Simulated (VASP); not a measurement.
A run of VASP 6.6.1 is set up as follows.

File POSCAR:

```
Zn
1.0
    2.6520799970      0.0000000000      0.0000000000
   -1.3260399985      2.2967686502      0.0000000000
    0.0000000000      0.0000000000      4.9326701367
Zn
2
Direct
    0.6666666667      0.3333333333      0.7500000000
    0.3333333333      0.6666666667      0.2500000000
```

Contents of INCAR.step1:

```
SYSTEM = Zn
PREC = Accurate
ENCUT = 520
ISMEAR = -1
SIGMA = 0.05
LREAL = .FALSE.
LASPH = .TRUE.
NELM = 60
NBANDS = 19
GGA = PE
ALGO = Normal
EDIFF = 1E-4
LWAVE = .TRUE.
LCHARG = .FALSE.
```

File INCAR.step2:

```
SYSTEM = Zn
PREC = Accurate
ENCUT = 520
EDIFF = 1E-7
ISMEAR = -1
SIGMA = 0.05
LREAL = .FALSE.
LASPH = .TRUE.
NELM = 60
ALGO = Normal
ISIF = 2
LWAVE = .FALSE.
LCHARG = .FALSE.
METAGGA = R2SCAN
LMIXTAU = .TRUE.
NBANDS = 19
ISTART = 1
```

Contents of KPOINTS:

```
regular mesh
0
G
  11 11 6
  0 0 0
```

Potentials or basis: VASP PAW PBE potentials, release 64 (Zn).

Run with:

```console
$ cat potpaw_PBE.64/Zn/POTCAR > POTCAR
$ cp INCAR.step1 INCAR
$ mpirun -np 1 vasp_std > vasp.out
$ cp INCAR.step2 INCAR
$ mpirun -np 1 vasp_std > vasp.out
```

(1) Predict the pressure.

(2) Predict the band gap on the k mesh.

Results:

(1) -3.0 GPa.

(2) zero (band 12 reaches 4.80 eV, above the bottom of band 13 at -0.08 eV).

Caveat: the PAW data sets were made with another functional, which shifts forces and pressure a little.
